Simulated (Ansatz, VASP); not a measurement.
# One calculation of W, two programs

POSCAR

```
W
1.0
    3.1684010704      0.0000000000      0.0000000000
    0.0000000000      3.1684010704      0.0000000000
    0.0000000000      0.0000000000      3.1684010704
W
2
Direct
    0.0000000000      0.0000000000      0.0000000000
    0.5000000000      0.5000000000      0.5000000000
```

Contents of INCAR.step1:

```
PREC = Accurate ; ENCUT = 520
ISMEAR = 0 ; SIGMA = 0.1
LREAL = F ; LASPH = T
NELM = 80 ; NBANDS = 21
GGA = PE ; ALGO = Normal
EDIFF = 1E-4 ; LWAVE = T
LCHARG = F
```

Contents of INCAR.step2:

```
PREC = Accurate ; ENCUT = 520
EDIFF = 1E-6 ; ISMEAR = 0
SIGMA = 0.1 ; LREAL = F
LASPH = T ; NELM = 80
ALGO = Normal ; ISIF = 2
LWAVE = F ; LCHARG = T
METAGGA = R2SCAN ; LMIXTAU = T
LELF = T ; LVHAR = T
NBANDS = 21 ; ISTART = 1
```

Contents of KPOINTS:

```
regular mesh
0
Gamma
  16 16 16
```

Input for Ansatz:

```yaml
crystal:
  lattice:
    - [3.1684010704, 0.0, 0.0]
    - [0.0, 3.1684010704, 0.0]
    - [0.0, 0.0, 3.1684010704]
  atoms:
    - { symbol: W, position: [0.0, 0.0, 0.0] }
    - { symbol: W, position: [0.5, 0.5, 0.5] }
basis:
  ecutwfc: 500
kpoints:
  mp_grid: { grid: [16, 16, 16] }
hamiltonian:
  xc: r2scan
scf:
  occupations: { method: gaussian, width: 0.1 }
output:
  forces: true
  stress: true
  eigenvalues: true
```

Alike in both runs: task single point; functional r2SCAN; k mesh 16 × 16 × 16; occupations gaussian, width 0.1 eV; no spin polarisation.

|  | VASP | Ansatz |
| --- | --- | --- |
| version | VASP 6.6.1 | Ansatz 0.2.0 |
| potentials or method | VASP PAW PBE potentials, release 64 (W_sv), cutoff 520 eV | scalar-relativistic, plane waves, PAW |
| valence electrons in the cell | 28 | 28 |

Ansatz gave:

```
gap on the k mesh at the Fermi level (eV) : none
pressure (GPa)                            : 0.2
```

Task: Estimate VASP's values.

Result: gap on the k mesh at the Fermi level (eV): none; pressure (GPa): 1.4.

VASP's potentials were made for PBE, not for r2SCAN. A gap of «none» marks a metal or a gap that the smearing closes.

Spin-orbit coupling is off throughout.
